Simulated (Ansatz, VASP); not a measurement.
**Two plane-wave programs on Al2Ru**

Contents of INCAR:

```
PREC = Accurate ; ENCUT = 520
EDIFF = 1E-6 ; ISMEAR = 0
SIGMA = 0.03 ; LREAL = F
LASPH = T ; NELM = 80
ALGO = Fast ; ISIF = 2
LWAVE = F ; LCHARG = T
LELF = T ; LVHAR = T
NBANDS = 29
```

KPOINTS

```
Automatic mesh
0
Gamma
  10 10 10
```

POSCAR

```
Al2Ru
1.0
    0.0000000000      4.0790883851      4.4844495295
    2.1954746683      0.0000000000      4.4844495295
    2.1954746683      4.0790883851      0.0000000000
Al Ru
4 2
Direct
    0.0788992938      0.4211007062      0.0788992938
    0.4211007062      0.0788992938      0.4211007062
    0.1711007062      0.8288992938      0.1711007062
    0.8288992938      0.1711007062      0.8288992938
    0.7500000000      0.7500000000      0.7500000000
    0.5000000000      0.5000000000      0.5000000000
```

Input for Ansatz:

```yaml
crystal:
  lattice:
    - [0.0, 4.0790883851, 4.4844495295]
    - [2.1954746683, 0.0, 4.4844495295]
    - [2.1954746683, 4.0790883851, 0.0]
  atoms:
    - { symbol: Al, position: [0.0788992938, 0.4211007062, 0.0788992938] }
    - { symbol: Al, position: [0.4211007062, 0.0788992938, 0.4211007062] }
    - { symbol: Al, position: [0.1711007062, 0.8288992938, 0.1711007062] }
    - { symbol: Al, position: [0.8288992938, 0.1711007062, 0.8288992938] }
    - { symbol: Ru, position: [0.75, 0.75, 0.75] }
    - { symbol: Ru, position: [0.5, 0.5, 0.5] }
basis:
  ecutwfc: 420
kpoints:
  mp_grid: { grid: [10, 10, 10] }
hamiltonian:
  xc: lda
  pseudopotentials: { kind: paw, azcp: { folder: soft_1 } }
scf:
  occupations: { method: gaussian, width: 0.03 }
output:
  forces: true
  stress: true
  eigenvalues: true
  write_density: true
  write_potential: true
  elf: true
  volumetric_format: npy
```

Change from the starting cell: volume 13.387 Å^3 an atom, stretch along a over the lengths across it, relative to the relaxed cell 0.9135.

Alike in both runs: task single point; functional LDA; k mesh 10 × 10 × 10; occupations gaussian, width 0.03 eV; no spin polarisation.

```csv
,VASP,Ansatz
version,VASP 6.6.1,Ansatz 0.2.0
potentials or method,"VASP PAW LDA potentials, release 64 (Al, Ru_pv), cutoff 520 eV","scalar-relativistic, plane waves, PAW"
valence electrons in the cell,40,44
```

Ansatz gave:

| Quantity | Value |
| --- | --- |
| gap on the k mesh at the Fermi level (eV) | none |
| pressure (GPa) | 1.6 |
| traceless stress, the component that is largest in VASP (GPa) | 17.47 |
| rms of the force components (eV/Å) | 0.176 |

Estimate VASP's values.

gap on the k mesh at the Fermi level (eV): none; pressure (GPa): 2.1; traceless stress, the component that is largest in VASP (GPa): 17.53; rms of the force components (eV/Å): 0.177.

Ansatz warns that its potentials were made for another functional, while VASP's fit it. LDA's correlation is that of Perdew and Zunger in VASP and of Perdew and Wang (1992) in Ansatz. Atom by atom the forces differ by 0.001 eV/Å (rms over components). A gap of «none» marks a metal or a gap that the smearing closes. VASP's potentials hold 40 valence electrons a cell and Ansatz's 44, so a difference there can come from the potentials and not from the codes.
